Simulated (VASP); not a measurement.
# BaBCl3 (P-4m2) in VASP: a series of runs, part 2 of 2

VASP 6.6.1. Earlier steps stand in the parts before.

**3. Single point, PBE**

This run uses another cell than the first one, of 38.21 Å³/atom, 2.128 times its volume.

The input, INCAR:

```
SYSTEM = BaBCl3
  PREC = Accurate
  ENCUT = 520
  EDIFF = 1E-6
  ISMEAR = 0
  SIGMA = 0.1
  LREAL = .False.
  LASPH = .True.
  NELM = 80
  ALGO = Normal
  ISIF = 2
  LWAVE = .False.
  LCHARG = .False.
  GGA = PE
  NBANDS = 25
```

The input, KPOINTS:

```
regular mesh
0
Gamma
  4 4 4
  0 0 0
```

The input, POSCAR:

```
BaBCl3
1.0
    4.1560216906      0.0000000000      0.0000000000
    0.0000000000      4.1560216906      0.0000000000
    0.0000000000      0.0000000000     11.0609388172
Ba B Cl
1 1 3
Direct
    0.0000000000      0.0000000000      0.0000000000
    0.0000000000      0.0000000000      0.5000000000
    0.0000000000      0.5000000000      0.1767392122
    0.5000000000      0.0000000000      0.8232607878
    0.5000000000      0.5000000000      0.5000000000
```

Potentials or basis: VASP PAW PBE potentials, release 64 (Ba_sv, B, Cl).

Launch:

```
cat potpaw_PBE.64/Ba_sv/POTCAR potpaw_PBE.64/B/POTCAR potpaw_PBE.64/Cl/POTCAR > POTCAR
mpirun -np 1 vasp_std > vasp.out
```

OUTCAR:

```text
SYSTEM = BaBCl3
   PREC = Accurate
   ENCUT = 520
   EDIFF = 1E-6
   ISMEAR = 0
   LREAL = .False.
   LASPH = .True.
   NELM = 80
   ISIF = 2
   GGA = PE

 ion  position               nearest neighbor table
   1  0.000  0.000  0.000-   3 2.85   4 2.85   3 2.85   4 2.85
   2  0.000  0.000  0.500-
   3  0.000  0.500  0.177-   1 2.85   1 2.85
   4  0.500  0.000  0.823-   1 2.85   1 2.85
   5  0.500  0.500  0.500-

  LATTYP: Found a simple tetragonal cell.
 ALAT       =     4.1560216906
 C/A-ratio  =     2.6614247087

  Lattice vectors:

 A1 = (   4.1560216906,   0.0000000000,   0.0000000000)
 A2 = (   0.0000000000,   4.1560216906,   0.0000000000)
 A3 = (   0.0000000000,   0.0000000000,  11.0609388172)

Analysis of symmetry for initial positions (statically):
=====================================================================
 Subroutine PRICEL returns:
 Original cell was already a primitive cell.

 Routine SETGRP: Setting up the symmetry group for a
 simple tetragonal supercell.

 Subroutine GETGRP returns: Found  8 space group operations
 (whereof  8 operations were pure point group operations)
 out of a pool of 16 trial point group operations.

The static configuration has the point symmetry D_2d.

Analysis of symmetry for dynamics (positions and initial velocities):
=====================================================================
 Subroutine PRICEL returns:
 Original cell was already a primitive cell.

 Routine SETGRP: Setting up the symmetry group for a
 simple tetragonal supercell.

 Subroutine GETGRP returns: Found  8 space group operations
 (whereof  8 operations were pure point group operations)
[... 115 lines left out ...]
   EFERMI =   0.00;   METHOD = LEGACY
   ISMEAR =     0;   SIGMA  =   0.10  broadening in eV -4-tet -1-fermi 0-gaus
   EFERMI_NEDOS =   21; number of points for ismear=-14 and -15
   IALGO  =     38    algorithm
   IMIX   =      4    mixing-type and parameters
     AMIX     =   0.40;   BMIX     =  1.00
     AMIX_MAG =   1.60;   BMIX_MAG =  1.00
  volume/ion in A,a.u.               =      38.21       257.85
  Fermi-wavevector in a.u.,A,eV,Ry     =   0.920842  1.740140 11.537068  0.847951
  Thomas-Fermi vector in A             =   2.046193
   LORBIT       =      0    0 simple, 1 ext, 2 COOP (PROOUT), +10 PAW based schemes
   GGA     = PE    functional components
   LHFCALC =     F    Hartree Fock is set to
   AEXX    =    0.0000 exact exchange contribution
   IVDW    =     0    specifies the selected vdW correction
   LEPSILON=     F    determine dielectric tensor
   LRPA    =     F    only Hartree local field effects (RPA)
 non-spin polarized calculation
 Gauss-broadening in eV      SIGMA  =   0.10
  energy-cutoff  :      520.00
  volume of cell :      191.05
 maximum number of plane-waves:      5180
 NGX is ok and might be reduce to    32
   NGX = 15   NGY = 15   NGZ = 41

 number of electron      34.0000001 magnetization

 Free energy of the ion-electron system (eV)
  ---------------------------------------------------
  ext. energy  EPLUGINS =         0.00000000
  ---------------------------------------------------
  free energy    TOTEN  =       -16.25879366 eV

  energy without entropy =      -16.25879366  energy(sigma->0) =      -16.25879366

 E-fermi :  -0.4733     XC(G=0):  -6.8017

 val. band max:       -0.9498826281   @ k =   0.5000   0.0000   0.0000
 cond. band min:       0.8794668240   @ k =   0.5000   0.0000   0.5000
 fundamental gap:      1.8293494520
 Fermi energy:        -0.4732525609

 k-point     1 :       0.0000    0.0000    0.0000
  band No.  band energies     occupation
      1     -27.9735      2.00000
      2     -15.6627      2.00000
      3     -14.9952      2.00000
      4     -13.9715      2.00000
      5     -13.1353      2.00000
      6     -13.1353      2.00000
[... 493 lines left out ...]
     24       6.0042      0.00000
     25       6.0281      0.00000

------------------------ aborting loop because EDIFF is reached ----------------------------------------

  FORCE on cell =-STRESS in cart. coord.  units (eV):
  Direction    XX          YY          ZZ          XY          YZ          ZX
  --------------------------------------------------------------------------------------
  -------------------------------------------------------------------------------------
  Total        0.3428926      0.3428926      0.7086880      0.0000000      0.0000000     -0.0000000
  in kB        2.8755508      2.8755508      5.9431683      0.0000000      0.0000000     -0.0000000
  external PRESSURE =       3.8980900 kB  Pullay stress =       0.0000000 kB

 VOLUME and BASIS-vectors are now :
 -----------------------------------------------------------------------------
  energy-cutoff  :      520.00
  volume of cell :      191.05
      direct lattice vectors                 reciprocal lattice vectors
     4.156021691  0.000000000  0.000000000     0.240614721  0.000000000  0.000000000
     0.000000000  4.156021691  0.000000000     0.000000000  0.240614721  0.000000000
     0.000000000  0.000000000 11.060938817     0.000000000  0.000000000  0.090408239

 POSITION                                       TOTAL-FORCE (eV/Angst)
 -----------------------------------------------------------------------------------
      0.00000      0.00000      0.00000        -0.000000      0.000000      0.000000
      0.00000      0.00000      5.53047         0.000000      0.000000      0.000000
      0.00000      2.07801      1.95490         0.000000      0.000000      0.136628
      2.07801      0.00000      9.10604         0.000000     -0.000000     -0.136628
      2.07801      2.07801      5.53047         0.000000     -0.000000      0.000000
 -----------------------------------------------------------------------------------
    total drift:                                0.000000      0.000000      0.000000

  FREE ENERGIE OF THE ION-ELECTRON SYSTEM (eV)
  ---------------------------------------------------
  free  energy   TOTEN  =       -16.2587936627 eV

  energy  without entropy=      -16.2587936627  energy(sigma->0) =      -16.25879366
```

stdout:

```text
POSCAR found type information on POSCAR BaB Cl
 POSCAR found :  3 types and       5 ions
 scaLAPACK will be used
 LDA part: xc-table for (Slater+PW92), standard interpolation
 POSCAR, INCAR and KPOINTS ok, starting setup
 FFT: planning ... GRIDC
 FFT: planning ... GRID_SOFT
 FFT: planning ... GRID
 WAVECAR not read
 entering main loop
```

Wall time 100 s (1 thread of AMD EPYC 7R43 (Zen 3), shared host); peak memory 0.27 GiB.

What came out:

```yaml
Free_energy: -16.2588 eV
Pressure: 0.4 GPa
Largest_force: 0.137 eV/Å
Band_gap_on_the_k_mesh: 1.83 eV, direct
```

Forces in eV/Å, atoms in the order of the input:
```
Ba   0.000  0.000  0.000
B    0.000  0.000  0.000
Cl   0.000  0.000  0.137
Cl   0.000  0.000 -0.137
Cl   0.000  0.000  0.000
```

Stress tensor (GPa, compression positive):
```
0.29 0.00 0.00
0.00 0.29 0.00
0.00 0.00 0.59
```

Levels at points of the mesh, in eV from the valence-band top:
```tsv
k point	band 13	band 14	band 15	band 16	band 17	band 18	band 19	band 20	band 21	band 22
(0.00, 0.00, 0.00)	-1.74	-1.74	-1.35	-1.35	-1.10	2.22	2.38	3.35	3.54	3.54
(0.50, 0.00, 0.00)	-2.18	-1.83	-0.86	-0.82	0.00	1.84	1.84	2.31	3.55	4.65
(0.50, 0.50, 0.00)	-2.38	-2.08	-2.08	-1.95	-0.73	2.09	2.91	3.85	3.85	4.29
(0.00, 0.00, 0.50)	-1.73	-1.73	-1.35	-1.35	-1.13	2.13	2.52	3.34	3.54	3.54
(0.50, 0.00, 0.50)	-2.15	-1.83	-0.86	-0.83	0.00	1.83	1.84	2.31	3.57	4.65
(0.50, 0.50, 0.50)	-2.36	-2.08	-2.08	-1.93	-0.74	2.09	2.93	3.84	3.84	4.31
```

Caveat: spin-orbit coupling is left out, which moves the levels of the heavy elements. A k mesh can miss the band edges.

**4. Relaxation of cell and atoms, PBE**

The input, INCAR:

```
ALGO = Normal
EDIFF = 1E-6
EDIFFG = -0.04
ENCUT = 600
GGA = PE
IBRION = 2
ISIF = 3
ISMEAR = 0
LASPH = T
LCHARG = F
LREAL = F
LWAVE = F
NELM = 80
NSW = 90
PREC = Accurate
SIGMA = 0.1
```

The input, KPOINTS:

```
k-points
0
Gamma
  4 4 4
```

The input, POSCAR:

```
BaBCl3
1.0
    4.4096762900      0.0000000000      0.0000000000
    0.0000000000      4.4096762900      0.0000000000
    0.0000000000      0.0000000000      4.6178898900
Ba B Cl
1 1 3
Direct
    0.0000000000      0.0000000000      0.0000000000
    0.0000000000      0.0000000000      0.5000000000
    0.0000000000      0.5000000000      0.1912014900
    0.5000000000      0.0000000000      0.8087985100
    0.5000000000      0.5000000000      0.5000000000
```

Launch:

```
cat potpaw_PBE.64/Ba_sv/POTCAR potpaw_PBE.64/B/POTCAR potpaw_PBE.64/Cl/POTCAR > POTCAR
mpirun -np 1 vasp_std > vasp.out
```

Run time: 12 min. Hardware: 1 thread of AMD EPYC 7R43 (Zen 3), shared host; peak memory 0.21 GiB.

It converged, with:

```
Free energy                            : -15.5334 eV
Relaxed volume                         : 33.56 Å³/atom
Relaxed cell                           : a = 4.471 Å, b = 4.471 Å, c = 8.392 Å, α = 90.00°, β = 90.00°, γ = 90.00°
Space group after relaxing (to 0.05 Å) : P-4m2 (No. 115)
Energy gained by relaxing              : 1932.2 meV/atom
Ionic steps                            : 15
Pressure after relaxing                : 0.0 GPa
Largest force after relaxing           : 0.008 eV/Å
Band gap on the k mesh                 : 1.57 eV, indirect (least direct gap 1.79 eV)
```

Forces on the atoms (eV/Å):
```
Ba   0.000  0.000  0.000
B    0.000  0.000  0.000
Cl   0.000  0.000 -0.008
Cl   0.000  0.000  0.008
Cl   0.000  0.000  0.000
```

Stress tensor (GPa, compression positive):
```
 0.02  0.00  0.00
 0.00  0.02  0.00
 0.00  0.00 -0.06
```

Step by step:
```tsv
step	energy change (eV)	largest force (eV/Å)	pressure (GPa)	volume (Å³)
1	0.0000	2.6997	53.96	89.80
2	-8.2192	0.1351	-1.34	193.54
3	-8.2792	0.0542	1.19	166.37
4	-8.3086	0.0383	-0.05	176.74
5	-8.3090	0.0224	0.17	174.61
6	-8.4916	0.0622	0.03	176.24
7	-8.8646	0.2205	-0.20	179.10
8	-9.5209	0.3571	-0.64	178.06
9	-7.8617	0.9000	-6.04	154.40
10	-9.5782	0.3611	-0.80	177.10
11	-9.6158	0.3802	-1.09	175.59
12	-9.6115	0.3751	1.77	159.24
13	-9.6579	0.0456	0.17	167.32
14	-9.6579	0.0388	0.19	167.16
15	-9.6609	0.0076	0.00	167.78
```

Final structure:
```
Ba B Cl
1.0
     4.47126    0.00000    0.00000
     0.00000    4.47126    0.00000
     0.00000    0.00000    8.39239
Ba B Cl
1 1 3
Direct
  0.00000 0.00000 0.00000
  0.00000 0.00000 0.50000
  0.00000 0.50000 0.21074
  0.50000 0.00000 0.78926
  0.50000 0.50000 0.50000
```

Levels at points of the mesh, in eV from the valence-band top:
```tsv
k point	band 13	band 14	band 15	band 16	band 17	band 18	band 19	band 20	band 21
(0.00, 0.00, 0.00)	-2.03	-2.03	-0.75	-0.75	-0.29	1.76	2.74	2.74	4.13
(0.50, 0.00, 0.00)	-2.14	-2.04	-0.52	-0.25	-0.13	1.72	1.74	1.91	4.47
(0.50, 0.50, 0.00)	-2.47	-2.24	-1.00	-1.00	0.00	1.83	2.97	2.97	4.28
(0.00, 0.00, 0.50)	-1.90	-1.90	-0.82	-0.82	-0.42	1.57	2.76	3.56	4.17
(0.50, 0.00, 0.50)	-2.07	-2.04	-0.53	-0.24	-0.14	1.70	1.73	1.94	4.42
(0.50, 0.50, 0.50)	-2.13	-1.81	-1.04	-1.04	-0.15	1.87	2.94	2.94	4.36
```

Caveat: the volume moved by over 15 % at a fixed basis, so the end points are rough; spin-orbit coupling is left out, which moves the levels of the heavy elements.

**5. The runs side by side**

```csv
task,cell,cutoff (eV),gap on the mesh (eV),pressure (GPa),largest force (eV/Å)
single point,"a = 4.410, b = 4.410, c = 4.618 Å, 5 atoms",520,none,53.9,2.70
single point,"a = 4.156, b = 4.156, c = 11.061 Å, 5 atoms",520,1.83,0.4,0.14
relaxation of cell and atoms,"relaxed from a = 4.410, b = 4.410, c = 4.618 Å, 5 atoms",600,1.57,0.0,0.01
```

Alike in all rows: level PBE; potentials or basis VASP PAW PBE potentials, release 64 (Ba_sv, B, Cl); no spin polarisation; k mesh 4 × 4 × 4; smearing gaussian 0.1 eV.

Caveats: spin-orbit coupling is left out, which moves the levels of the heavy elements; forces of over 1 eV/Å act on the atoms, so gaps and moduli don't describe the material at rest (some runs); the volume moved by over 15 % at a fixed basis, so the end points are rough (some runs).

Total energies depend on the potentials used, so only differences within one code and one set of settings carry meaning.
